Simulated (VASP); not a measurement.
Runs of VASP 6.6.1 on Ti. The structure is that of space group I4_1/amd (No. 141), or close to it. The cells are those of the table. 

```tsv
task	cell	k mesh for the DOS	occupations for the DOS	gap on the mesh (eV)	pressure (GPa)
single point	a = 2.787 Å, angles 98.1, 98.1, 135.8°, 2 atoms	-	-	none	448.0
single point	a = 3.087 Å, angles 98.4, 98.4, 134.9°, 2 atoms	-	-	none	(a)
single point	a = 3.266 Å, angles 98.4, 98.4, 135.1°, 2 atoms	-	-	none	84.3
single point	a = 2.896 Å, angles 98.2, 98.2, 135.6°, 2 atoms	-	-	none	307.1
```

Alike in all rows: level PBE; potentials or basis VASP PAW PBE potentials, release 64 (Ti_sv); no spin polarisation; k mesh 15 × 15 × 15; cutoff (eV) 520; smearing fermi-dirac 0.1 eV.

Task: Estimate the missing entries.

Result: (a) 157.4.

A gap of «none» marks levels without a gap at the run's occupations.
